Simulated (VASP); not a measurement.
# CdTe (I-4m2) in VASP: a series of runs, part 2 of 2

VASP 6.6.1. The steps go on from the part before.

**3. Single point, r2SCAN (strain +0.050 along x and y, -0.050 along z)**

The input, POSCAR:

```
CdTe
1.0
    0.0000000000      3.3652500000      3.0447500000
    3.3652500000      0.0000000000      3.0447500000
    3.3652500000      3.3652500000      0.0000000000
Cd Te
1 1
Direct
    0.0000000000      0.0000000000      0.0000000000
    0.7500000000      0.7500000000      0.7500000000
```

The input, INCAR.step1:

```
SYSTEM = CdTe
PREC = Accurate ; ENCUT = 520
ISMEAR = 0 ; SIGMA = 0.05
LREAL = .FALSE. ; LASPH = .TRUE.
NELM = 60 ; NBANDS = 16
GGA = PE ; ALGO = Normal
EDIFF = 1E-4 ; LWAVE = .TRUE.
LCHARG = .FALSE.
```

The input, INCAR.step2:

```
SYSTEM = CdTe
PREC = Accurate ; ENCUT = 520
EDIFF = 1E-7 ; ISMEAR = 0
SIGMA = 0.05 ; LREAL = .FALSE.
LASPH = .TRUE. ; NELM = 60
ALGO = Normal ; ISIF = 2
LWAVE = .FALSE. ; LCHARG = .TRUE.
METAGGA = R2SCAN ; LMIXTAU = .TRUE.
LELF = .TRUE. ; LVHAR = .TRUE.
NBANDS = 16 ; ISTART = 1
```

The input, KPOINTS:

```
regular mesh
0
G
  8 8 8
  0 0 0
```

Potentials or basis: VASP PAW PBE potentials, release 64 (Cd, Te).

Run with:

```bash
> cat potpaw_PBE.64/Cd/POTCAR potpaw_PBE.64/Te/POTCAR > POTCAR
> cp INCAR.step1 INCAR
> mpirun -np 1 vasp_std > vasp.out
> cp INCAR.step2 INCAR
> mpirun -np 1 vasp_std > vasp.out
```

OUTCAR:

```text
SYSTEM = CdTe
   PREC = Accurate
   ENCUT = 520
   EDIFF = 1E-7
   ISMEAR = 0
   LREAL = .FALSE.
   LASPH = .TRUE.
   NELM = 60
   ISIF = 2
   METAGGA = R2SCAN
   ISTART = 1

 ion  position               nearest neighbor table
   1  0.000  0.000  0.000-   2 2.82   2 2.82   2 2.82   2 2.82
   2  0.750  0.750  0.750-   1 2.82   1 2.82   1 2.82   1 2.82

  LATTYP: Found a body centered tetragonal cell.
 ALAT       =     4.7591821908
 C/A-ratio  =     1.2795265564

  Lattice vectors:

 A1 = (   0.0000000000,  -3.3652500000,  -3.0447500000)
 A2 = (   0.0000000000,   3.3652500000,  -3.0447500000)
 A3 = (   3.3652500000,   0.0000000000,   3.0447500000)

Analysis of symmetry for initial positions (statically):
=====================================================================
 Subroutine PRICEL returns:
 Original cell was already a primitive cell.

 Routine SETGRP: Setting up the symmetry group for a
 body centered tetragonal supercell.

 Subroutine GETGRP returns: Found  8 space group operations
 (whereof  8 operations were pure point group operations)
 out of a pool of 16 trial point group operations.

The static configuration has the point symmetry D_2d.

Analysis of symmetry for dynamics (positions and initial velocities):
=====================================================================
 Subroutine PRICEL returns:
 Original cell was already a primitive cell.

 Routine SETGRP: Setting up the symmetry group for a
 body centered tetragonal supercell.

 Subroutine GETGRP returns: Found  8 space group operations
 (whereof  8 operations were pure point group operations)
 out of a pool of 16 trial point group operations.

The dynamic configuration has the point symmetry D_2d.

 Subroutine INISYM returns: Found  8 space group operations
 (whereof  8 operations are pure point group operations),
[... 106 lines left out ...]
   PSTRESS=    0.0 pullay stress
   NELECT =      18.0000    total number of electrons
   NUPDOWN=      -1.0000    fix difference up-down
   EMIN   =  10.00;   EMAX   =-10.00  energy-range for DOS
   EFERMI =   0.00;   METHOD = LEGACY
   ISMEAR =     0;   SIGMA  =   0.05  broadening in eV -4-tet -1-fermi 0-gaus
   EFERMI_NEDOS =   21; number of points for ismear=-14 and -15
   IALGO  =     38    algorithm
   IMIX   =      4    mixing-type and parameters
     AMIX     =   0.40;   BMIX     =  1.00
     AMIX_MAG =   1.60;   BMIX_MAG =  1.00
  volume/ion in A,a.u.               =      34.48       232.69
  Fermi-wavevector in a.u.,A,eV,Ry     =   1.046229  1.977087 14.892881  1.094596
  Thomas-Fermi vector in A             =   2.181059
   LORBIT       =      0    0 simple, 1 ext, 2 COOP (PROOUT), +10 PAW based schemes
   METAGGA = R2SCAN    functional components
   LHFCALC =     F    Hartree Fock is set to
   AEXX    =    0.0000 exact exchange contribution
   IVDW    =     0    specifies the selected vdW correction
   LEPSILON=     F    determine dielectric tensor
   LRPA    =     F    only Hartree local field effects (RPA)
 non-spin polarized calculation
 Gauss-broadening in eV      SIGMA  =   0.05
  energy-cutoff  :      520.00
  volume of cell :       68.96
 maximum number of plane-waves:      1879
 NGX is ok and might be reduce to    36
   NGX = 17   NGY = 17   NGZ = 17

 number of electron      18.0000000 magnetization

 Free energy of the ion-electron system (eV)
  ---------------------------------------------------
  ext. energy  EPLUGINS =         0.00000000
  ---------------------------------------------------
  free energy    TOTEN  =       -46.61985838 eV

  energy without entropy =      -46.61985838  energy(sigma->0) =      -46.61985838

 E-fermi :   2.4151     XC(G=0):  -9.0487

 val. band max:        2.1489222457   @ k =   0.0000   0.0000   0.0000
 cond. band min:       3.1722456914   @ k =   0.0000   0.0000   0.0000
 fundamental gap:      1.0233234457
 Fermi energy:         2.4150990690

 k-point     1 :       0.0000    0.0000    0.0000
  band No.  band energies     occupation
      1      -9.4551      2.00000
      2      -6.5384      2.00000
      3      -6.5384      2.00000
      4      -6.5172      2.00000
      5      -6.2707      2.00000
      6      -6.2581      2.00000
[... 433 lines left out ...]
      3      -6.4490      2.00000
      4      -6.2783      2.00000
      5      -6.2644      2.00000
      6      -6.1212      2.00000
[... 8 lines left out ...]
     15      11.5636      0.00000
     16      12.4668      0.00000

 [... further k-points ...]
[... 5 lines left out ...]
  --------------------------------------------------------------------------------------
  -------------------------------------------------------------------------------------
  Total        0.1891488      0.1891488      0.7404693      0.0000000     -0.0000000      0.0000000
  in kB        4.3943815      4.3943815     17.2028880      0.0000000     -0.0000000      0.0000000
  external PRESSURE =       8.6638837 kB  Pullay stress =       0.0000000 kB

 VOLUME and BASIS-vectors are now :
 -----------------------------------------------------------------------------
  energy-cutoff  :      520.00
  volume of cell :       68.96
      direct lattice vectors                 reciprocal lattice vectors
     0.000000000  3.365250000  3.044750000    -0.148577372  0.148577372  0.164217095
     3.365250000  0.000000000  3.044750000     0.148577372 -0.148577372  0.164217095
     3.365250000  3.365250000  0.000000000     0.148577372  0.148577372 -0.164217095

 POSITION                                       TOTAL-FORCE (eV/Angst)
 -----------------------------------------------------------------------------------
      0.00000      0.00000      0.00000         0.000000      0.000000      0.000000
      5.04788      5.04788      4.56712        -0.000000     -0.000000     -0.000000
 -----------------------------------------------------------------------------------
    total drift:                                0.000002      0.000002      0.000003

  FREE ENERGIE OF THE ION-ELECTRON SYSTEM (eV)
  ---------------------------------------------------
  free  energy   TOTEN  =       -46.6198583766 eV

  energy  without entropy=      -46.6198583766  energy(sigma->0) =      -46.61985838
```

OSZICAR.step1:

```text
N       E                     dE             d eps       ncg     rms          rms(c)
DAV:   1     0.101566149671E+03    0.10157E+03   -0.82340E+03  1912   0.971E+02
DAV:   2    -0.128231922322E+01   -0.10285E+03   -0.97944E+02  2272   0.238E+02
DAV:   3    -0.497043972060E+01   -0.36881E+01   -0.36819E+01  2312   0.465E+01
DAV:   4    -0.500514925952E+01   -0.34710E-01   -0.34707E-01  2920   0.395E+00
DAV:   5    -0.500524204893E+01   -0.92789E-04   -0.92789E-04  2432   0.189E-01    0.543E+00
DAV:   6    -0.478516635944E+01    0.22008E+00   -0.37570E-01  2232   0.725E+00    0.447E+00
DAV:   7    -0.476928376659E+01    0.15883E-01   -0.10778E-01  2320   0.212E+00    0.171E+00
DAV:   8    -0.477013029967E+01   -0.84653E-03   -0.10777E-02  2088   0.117E+00    0.464E-01
DAV:   9    -0.477043523682E+01   -0.30494E-03   -0.10124E-03  2352   0.336E-01    0.103E-01
DAV:  10    -0.477048010039E+01   -0.44864E-04   -0.10655E-04  1952   0.108E-01
   1 F= -.47704801E+01 E0= -.47704801E+01  d E =-.147387E-15
```

Wall time 5.4 min (1 thread of Intel Xeon Platinum 8175M at 2.50GHz (Skylake/Cascade Lake), shared host); peak memory 0.25 GiB.

Results:

```
Free energy            : -46.6199 eV
Pressure               : 0.9 GPa
Band gap on the k mesh : 1.02 eV, direct
```

Caveat: the cell differs from its parent crystal (strain +0.050 along x and y, -0.050 along z); the PAW data sets were made with another functional, which shifts forces and pressure a little; spin-orbit coupling is left out, which moves the levels of the heavy elements.

**4. Single point, r2SCAN (strain +0.050 along x and y, -0.025 along z)**

The input, POSCAR:

```
CdTe
1.0
    0.0000000000      3.3652500000      3.1248750000
    3.3652500000      0.0000000000      3.1248750000
    3.3652500000      3.3652500000      0.0000000000
Cd Te
1 1
Direct
    0.0000000000      0.0000000000      0.0000000000
    0.7500000000      0.7500000000      0.7500000000
```

The input, INCAR.step1:

```
PREC = Accurate
ENCUT = 520
ISMEAR = 0
SIGMA = 0.05
LREAL = False
LASPH = True
NELM = 80
NBANDS = 16
GGA = PE
ALGO = Normal
EDIFF = 1E-4
LWAVE = True
LCHARG = False
```

The input, INCAR.step2:

```
PREC = Accurate
ENCUT = 520
EDIFF = 1E-6
ISMEAR = 0
SIGMA = 0.05
LREAL = False
LASPH = True
NELM = 80
ALGO = Normal
ISIF = 2
LWAVE = False
LCHARG = True
METAGGA = R2SCAN
LMIXTAU = True
LELF = True
LVHAR = True
NBANDS = 16
ISTART = 1
```

The input, KPOINTS:

```
regular mesh
0
Gamma
  8 8 8
```

Run with:

```bash
> cat potpaw_PBE.64/Cd/POTCAR potpaw_PBE.64/Te/POTCAR > POTCAR
> cp INCAR.step1 INCAR
> mpirun -np 1 vasp_std > vasp.out
> cp INCAR.step2 INCAR
> mpirun -np 1 vasp_std > vasp.out
```

Wall time 4.2 min (1 thread of Intel Xeon Platinum 8175M at 2.50GHz (Skylake/Cascade Lake), shared host); peak memory 0.26 GiB.

It converged, with:

- Free energy: -46.6329 eV
- Pressure: -0.1 GPa
- Band gap on the k mesh: 0.99 eV, direct

Stress tensor (GPa, compression positive):
```
-0.49  0.00  0.00
 0.00 -0.49  0.00
 0.00  0.00  0.58
```

Levels at points of the mesh, in eV from the valence-band top:
```
           k point  band 7  band 8  band 9  band 10  band 11  band 12
(0.00, 0.00, 0.00)   -0.21   -0.21    0.00     0.99     4.93     4.96
(0.50, 0.00, 0.00)   -4.39   -1.03   -0.70     2.01     5.26     5.75
(0.50, 0.50, 0.00)   -4.04   -2.11   -2.11     2.47     2.66     9.43
(0.50, 0.00, 0.50)   -4.40   -1.84   -1.74     2.93     3.06     8.86
```

Caveat: the cell differs from its parent crystal (strain +0.050 along x and y, -0.025 along z); the PAW data sets were made with another functional, which shifts forces and pressure a little; spin-orbit coupling is left out, which moves the levels of the heavy elements.

**5. Single point, r2SCAN (strain +0.050 along x and y, +0.000 along z)**

The input, POSCAR:

```
CdTe
1.0
    0.0000000000      3.3652500000      3.2050000000
    3.3652500000      0.0000000000      3.2050000000
    3.3652500000      3.3652500000      0.0000000000
Cd Te
1 1
Direct
    0.0000000000      0.0000000000      0.0000000000
    0.7500000000      0.7500000000      0.7500000000
```

The input, INCAR.step1:

```
ALGO = Normal ; EDIFF = 1E-4
ENCUT = 520 ; GGA = PE
ISMEAR = 0 ; LASPH = T
LCHARG = F ; LREAL = F
LWAVE = T ; NBANDS = 16
NELM = 60 ; PREC = Accurate
SIGMA = 0.05
```

The input, INCAR.step2:

```
ALGO = Normal ; EDIFF = 1E-7
ENCUT = 520 ; ISIF = 2
ISMEAR = 0 ; ISTART = 1
LASPH = T ; LCHARG = F
LMIXTAU = T ; LREAL = F
LWAVE = F ; METAGGA = R2SCAN
NBANDS = 16 ; NELM = 60
PREC = Accurate ; SIGMA = 0.05
```

The input, KPOINTS:

```
k-points
0
Gamma
  8 8 8
```

Potentials or basis: VASP PAW PBE potentials, release 64 (Cd, Te).

Run with:

```bash
> cat potpaw_PBE.64/Cd/POTCAR potpaw_PBE.64/Te/POTCAR > POTCAR
> cp INCAR.step1 INCAR
> mpirun -np 1 vasp_std > vasp.out
> cp INCAR.step2 INCAR
> mpirun -np 1 vasp_std > vasp.out
```

OUTCAR:

```text
EDIFF = 1E-7
   ENCUT = 520
   ISIF = 2
   ISMEAR = 0
   ISTART = 1
   LASPH = T
   LREAL = F
   METAGGA = R2SCAN
   NELM = 60
   PREC = Accurate

 ion  position               nearest neighbor table
   1  0.000  0.000  0.000-   2 2.87   2 2.87   2 2.87   2 2.87
   2  0.750  0.750  0.750-   1 2.87   1 2.87   1 2.87   1 2.87

  LATTYP: Found a body centered tetragonal cell.
 ALAT       =     4.7591821908
 C/A-ratio  =     1.3468700594

  Lattice vectors:

 A1 = (   0.0000000000,  -3.3652500000,  -3.2050000000)
 A2 = (   0.0000000000,   3.3652500000,  -3.2050000000)
 A3 = (   3.3652500000,   0.0000000000,   3.2050000000)

Analysis of symmetry for initial positions (statically):
=====================================================================
 Subroutine PRICEL returns:
 Original cell was already a primitive cell.

 Routine SETGRP: Setting up the symmetry group for a
 body centered tetragonal supercell.

 Subroutine GETGRP returns: Found  8 space group operations
 (whereof  8 operations were pure point group operations)
 out of a pool of 16 trial point group operations.

The static configuration has the point symmetry D_2d.

Analysis of symmetry for dynamics (positions and initial velocities):
=====================================================================
 Subroutine PRICEL returns:
 Original cell was already a primitive cell.

 Routine SETGRP: Setting up the symmetry group for a
 body centered tetragonal supercell.

 Subroutine GETGRP returns: Found  8 space group operations
 (whereof  8 operations were pure point group operations)
 out of a pool of 16 trial point group operations.

The dynamic configuration has the point symmetry D_2d.

 Subroutine INISYM returns: Found  8 space group operations
 (whereof  8 operations are pure point group operations),
 and found     1 'primitive' translations

----------------------------------------------------------------------------------------
[... 112 lines left out ...]
     AMIX     =   0.40;   BMIX     =  1.00
     AMIX_MAG =   1.60;   BMIX_MAG =  1.00
  volume/ion in A,a.u.               =      36.30       244.94
  Fermi-wavevector in a.u.,A,eV,Ry     =   1.028493  1.943570 14.392220  1.057798
  Thomas-Fermi vector in A             =   2.162493
   LORBIT       =      0    0 simple, 1 ext, 2 COOP (PROOUT), +10 PAW based schemes
   METAGGA = R2SCAN    functional components
   LHFCALC =     F    Hartree Fock is set to
   AEXX    =    0.0000 exact exchange contribution
   IVDW    =     0    specifies the selected vdW correction
   LEPSILON=     F    determine dielectric tensor
   LRPA    =     F    only Hartree local field effects (RPA)
 non-spin polarized calculation
 Gauss-broadening in eV      SIGMA  =   0.05
  energy-cutoff  :      520.00
  volume of cell :       72.59
 maximum number of plane-waves:      1972
   NGX = 17   NGY = 17   NGZ = 17

 number of electron      18.0000005 magnetization

 Free energy of the ion-electron system (eV)
  ---------------------------------------------------
  ext. energy  EPLUGINS =         0.00000000
  ---------------------------------------------------
  free energy    TOTEN  =       -46.63314556 eV

  energy without entropy =      -46.63314556  energy(sigma->0) =      -46.63314556

 E-fermi :   1.8554     XC(G=0):  -8.8089

 val. band max:        1.6244613982   @ k =   0.0000   0.0000   0.0000
 cond. band min:       2.5864659987   @ k =   0.0000   0.0000   0.0000
 fundamental gap:      0.9620046005
 Fermi energy:         1.8553754997

 k-point     1 :       0.0000    0.0000    0.0000
  band No.  band energies     occupation
      1      -9.6282      2.00000
      2      -6.8331      2.00000
      3      -6.8331      2.00000
      4      -6.8220      2.00000
      5      -6.5963      2.00000
      6      -6.5935      2.00000
[... 433 lines left out ...]
      3      -6.7629      2.00000
      4      -6.6081      2.00000
      5      -6.5882      2.00000
      6      -6.4519      2.00000
[... 8 lines left out ...]
     15      11.0842      0.00000
     16      11.7732      0.00000

 [... further k-points ...]

------------------------ aborting loop because EDIFF is reached ----------------------------------------

  FORCE on cell =-STRESS in cart. coord.  units (eV):
  Direction    XX          YY          ZZ          XY          YZ          ZX
  --------------------------------------------------------------------------------------
  -------------------------------------------------------------------------------------
  Total       -0.5943700     -0.5943700     -0.2384529      0.0000000      0.0000000      0.0000000
  in kB      -13.1182149    -13.1182149     -5.2628435      0.0000000      0.0000000      0.0000000
  external PRESSURE =     -10.4997578 kB  Pullay stress =       0.0000000 kB

 VOLUME and BASIS-vectors are now :
 -----------------------------------------------------------------------------
  energy-cutoff  :      520.00
  volume of cell :       72.59
      direct lattice vectors                 reciprocal lattice vectors
     0.000000000  3.365250000  3.205000000    -0.148577372  0.148577372  0.156006240
     3.365250000  0.000000000  3.205000000     0.148577372 -0.148577372  0.156006240
     3.365250000  3.365250000  0.000000000     0.148577372  0.148577372 -0.156006240

 POSITION                                       TOTAL-FORCE (eV/Angst)
 -----------------------------------------------------------------------------------
      0.00000      0.00000      0.00000        -0.000000     -0.000000     -0.000000
      5.04788      5.04788      4.80750         0.000000      0.000000      0.000000
 -----------------------------------------------------------------------------------
    total drift:                                0.000000      0.000000      0.000003

  FREE ENERGIE OF THE ION-ELECTRON SYSTEM (eV)
  ---------------------------------------------------
  free  energy   TOTEN  =       -46.6331455552 eV

  energy  without entropy=      -46.6331455552  energy(sigma->0) =      -46.63314556
```

OSZICAR.step1:

```text
N       E                     dE             d eps       ncg     rms          rms(c)
DAV:   1     0.100751784088E+03    0.10075E+03   -0.81558E+03  1896   0.964E+02
DAV:   2    -0.125129807312E+01   -0.10200E+03   -0.97076E+02  2232   0.235E+02
DAV:   3    -0.500611817027E+01   -0.37548E+01   -0.37486E+01  2296   0.467E+01
DAV:   4    -0.504254716059E+01   -0.36429E-01   -0.36427E-01  2928   0.399E+00
DAV:   5    -0.504267875523E+01   -0.13159E-03   -0.13159E-03  2424   0.207E-01    0.491E+00
DAV:   6    -0.482023146978E+01    0.22245E+00   -0.37964E-01  2280   0.697E+00    0.412E+00
DAV:   7    -0.480515364291E+01    0.15078E-01   -0.10141E-01  2296   0.202E+00    0.163E+00
DAV:   8    -0.480610553441E+01   -0.95189E-03   -0.97775E-03  2144   0.110E+00    0.439E-01
DAV:   9    -0.480645170010E+01   -0.34617E-03   -0.98636E-04  2336   0.312E-01    0.938E-02
DAV:  10    -0.480650448367E+01   -0.52784E-04   -0.10092E-04  1976   0.101E-01
   1 F= -.48065045E+01 E0= -.48065045E+01  d E =-.271165E-13
```

Run time: 4.8 min. Hardware: 1 thread of Intel Xeon Platinum 8175M at 2.50GHz (Skylake/Cascade Lake), shared host; peak memory 0.26 GiB.

What came out:

```
Free energy            : -46.6331 eV
Pressure               : -1.0 GPa
Band gap on the k mesh : 0.96 eV, direct
```

Caveat: the cell differs from its parent crystal (strain +0.050 along x and y, +0.000 along z); the PAW data sets were made with another functional, which shifts forces and pressure a little; spin-orbit coupling is left out, which moves the levels of the heavy elements.

**6. Summary**

```tsv
cell	gap on the mesh (eV)	pressure (GPa)
a = 4.534, b = 4.534, c = 4.646 Å, angles 59.2, 59.2, 61.6°, 2 atoms	1.19	2.1
a = 4.538, b = 4.538, c = 4.759 Å, angles 58.4, 58.4, 63.2°, 2 atoms	1.02	0.9
a = 4.592, b = 4.592, c = 4.759 Å, angles 58.8, 58.8, 62.4°, 2 atoms	0.99	-0.1
a = 4.647, b = 4.647, c = 4.759 Å, angles 59.2, 59.2, 61.6°, 2 atoms	0.96	-1.0
```

Alike in all rows: task single point; level r2SCAN; potentials or basis VASP PAW PBE potentials, release 64 (Cd, Te); no spin polarisation; k mesh 8 × 8 × 8; cutoff (eV) 520; smearing gaussian 0.05 eV.

Caveats: the PAW data sets were made with another functional, which shifts forces and pressure a little; spin-orbit coupling is left out, which moves the levels of the heavy elements.

Absolute energies hang on the potentials; compare differences alone.
